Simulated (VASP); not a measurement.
Input of a VASP 6.6.1 run:

INCAR

```
  PREC = Accurate
  ENCUT = 1300
  EDIFF = 1E-6
  ISMEAR = 0
  SIGMA = 0.1
  LREAL = False
  LASPH = True
  NELM = 120
  ALGO = Normal
  ISIF = 2
  LWAVE = False
  LCHARG = True
  GGA = PE
  LELF = True
  LVHAR = True
  NBANDS = 18
  GGA_COMPAT = False
```

KPOINTS

```
Automatic mesh
0
Gamma
  6 6 2
```

POSCAR

```
Si3C2
1.0
    2.7579483394      0.0000000031      0.0000000000
   -1.3789741723      2.3884533227      0.0000000000
    0.0000000000      0.0000000000     10.2266881050
Si C
3 2
Direct
    0.0000000000      0.0000000000      0.7620955146
    0.0000000000      0.0000000000      0.2379044854
    0.0000000000      0.0000000000      0.5000000000
    0.0000000000      0.0000000000      0.9395726923
    0.0000000000      0.0000000000      0.0604273077
```

Potentials or basis: VASP PAW PBE potentials, release 64 (Si, C_h).

Command:

```console
$ cat potpaw_PBE.64/Si/POTCAR potpaw_PBE.64/C_h/POTCAR > POTCAR
$ mpirun -np 1 vasp_std > vasp.out
```

Q: Estimate the pressure.

A: 0.1 GPa.

Q: Predict the largest force.

A: 0.009 eV/Å.

Q: Predict the band gap on the k mesh.

A: Zero (bands 10 and 11 overlap by 6.14 eV).

Stress tensor (GPa, compression positive):
```
 0.22  0.00  0.00
 0.00  0.22  0.00
 0.00  0.00 -0.23
```

Caveat: the k points lie up to 0.44 Å⁻¹ apart, too coarse for converged energies and pressures of a metal.
